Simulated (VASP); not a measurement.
Runs of VASP 6.6.1 on SiC (Moissanite 3C). The structure is that of space group F-43m (No. 216), or close to it. The cells are those of the table. 

| cell | gap on the mesh (eV) | pressure (GPa) |
| --- | --- | --- |
| a = 2.860 Å, angles 60.0°, 2 atoms | 1.00 | 76.1 |
| a = 3.039 Å, angles 60.0°, 2 atoms | (b) | 10.2 |
| a = 3.121 Å, angles 60.0°, 2 atoms | 1.27 | -7.7 |
| a = 2.996 Å, angles 60.0°, 2 atoms | 1.15 | 22.1 |
| a = 2.952 Å, angles 60.0°, 2 atoms | 1.11 | 36.7 |
| a = 2.907 Å, angles 60.0°, 2 atoms | 1.06 | 54.4 |
| a = 3.081 Å, angles 60.0°, 2 atoms | (a) | 0.4 |
| a = 2.811 Å, angles 60.0°, 2 atoms | 0.94 | 102.8 |
| a = 2.761 Å, angles 60.0°, 2 atoms | 0.86 | 135.8 |

Alike in all rows: task single point; level PBEsol; potentials or basis VASP PAW PBE potentials, release 64 (Si, C); no spin polarisation; k mesh 18 × 18 × 18; cutoff (eV) 520; smearing gaussian 0.05 eV.

Q: Fill in the values left out.

A: (a) 1.23; (b) 1.20.

Caveats: the PAW data sets were made with another functional, which shifts forces and pressure a little.

A k mesh can miss the band edges.
